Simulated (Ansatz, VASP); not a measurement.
**F: VASP beside Ansatz**

```
CELL_PARAMETERS angstrom
2.93958 -1.71677 -0.22673
2.93958 1.71677 -0.22673
-2.20217 0.00000 6.87182
ATOMIC_POSITIONS crystal
F 0.08485 0.08485 0.09400
F 0.91515 0.91515 0.90600
F 0.50157 0.50157 0.59372
F 0.49843 0.49843 0.40628
```

Change from the starting cell: volume 16.911 Å^3 an atom, stretch along a over the lengths across it, relative to the relaxed cell 0.9841.

Alike in both runs: task single point; functional PBEsol; k mesh 4 × 4 × 2; occupations gaussian, width 0.05 eV; no spin polarisation.

```csv
,VASP,Ansatz
version,VASP 6.6.1,Ansatz 0.2.0
potentials or method,"VASP PAW PBE potentials, release 64 (F), cutoff 520 eV","scalar-relativistic, plane waves, PAW"
valence electrons in the cell,28,28
```

|  | VASP | Ansatz | Ansatz less VASP |
| --- | --- | --- | --- |
| gap on the k mesh at the Fermi level (eV) | 3.61 | 3.70 | +0.095 |
| least direct gap on the mesh (eV) | 3.72 | 3.82 | +0.095 |
| pressure (GPa) | 6.0 | 5.4 | -0.65 |
| traceless stress, the component that is largest in VASP (GPa) | 10.24 | 8.25 | -1.997 |
| rms of the force components (eV/Å) | 1.700 | 1.367 | -0.3329 |

VASP's potentials were made for PBE, not for PBEsol. Atom by atom the forces differ by 0.333 eV/Å (rms over components).

The k mesh is coarse, so the values compare programs but aren't converged.
